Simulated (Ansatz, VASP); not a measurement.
**Two plane-wave programs on Be3TeSe2**

```
Be Te Se
1.0
     6.20557    0.00000    0.00000
    -3.10279    5.37419    0.00000
     0.00000    0.00000    3.17995
Be Te Se
3 1 2
Cartesian
  3.1028 0.0000 1.5900
  1.5514 2.6871 1.5900
  -1.5514 2.6871 1.5900
  0.0000 0.0000 0.0000
  0.0000 3.5828 0.0000
  3.1028 1.7914 0.0000
```

Change from the starting cell: species swapped into the CeB2Ru3 type (P6/mmm, No. 191).

Alike in both runs: functional PBE; k mesh 6 × 6 × 12; occupations gaussian, width 0.1 eV; no spin polarisation.

Ansatz relaxed the structure, and its values are those at the end. VASP's run is a single point on that final structure, the one shown.

```csv
,VASP,Ansatz
version,VASP 6.6.1,Ansatz 0.2.0
potentials or method,"VASP PAW PBE potentials, release 64 (Be, Te, Se), cutoff 520 eV","scalar-relativistic, plane waves, PAW"
valence electrons in the cell,24,54
```

VASP gave:

| Item | Value |
| --- | --- |
| gap on the k mesh at the Fermi level (eV) | none |
| pressure (GPa) | 0.1 |

What did Ansatz give for the same quantities?

gap on the k mesh at the Fermi level (eV): none; pressure (GPa): 0.0.

A gap of «none» marks a metal or a gap that the smearing closes. VASP's potentials hold 24 valence electrons a cell and Ansatz's 54, so a difference there can come from the potentials and not from the codes.

Spin-orbit coupling is off throughout.
